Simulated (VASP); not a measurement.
A run of VASP 6.6.1 is set up as follows.

Contents of INCAR:

```
PREC = Accurate
ENCUT = 520
EDIFF = 1E-7
ISMEAR = 0
SIGMA = 0.1
LREAL = F
LASPH = T
NELM = 100
ALGO = Normal
ISIF = 2
LWAVE = F
LCHARG = F
GGA = PE
NBANDS = 36
```

KPOINTS

```
regular mesh
0
Gamma
  4 4 4
```

POSCAR

```
CdBr6
1.0
   -4.0397522612      4.0397522612      4.0397522612
    4.0397522612     -4.0397522612      4.0397522612
    4.0397522612      4.0397522612     -4.0397522612
Cd Br
1 6
Direct
    0.0000000000      0.0000000000      0.0000000000
    0.0000000000      0.3445067569      0.3445067569
    0.0000000000      0.6554932431      0.6554932431
    0.3445067569      0.0000000000      0.3445067569
    0.6554932431      0.0000000000      0.6554932431
    0.3445067569      0.3445067569      0.0000000000
    0.6554932431      0.6554932431      0.0000000000
```

Potentials or basis: VASP PAW PBE potentials, release 64 (Cd, Br).

Launch:

```bash
$ cat potpaw_PBE.64/Cd/POTCAR potpaw_PBE.64/Br/POTCAR > POTCAR
$ mpirun -np 1 vasp_std > vasp.out
```

(1) What does it give for the largest force?

(2) Estimate the pressure.

Results:

(1) 0.024 eV/Å.

(2) 0.1 GPa.
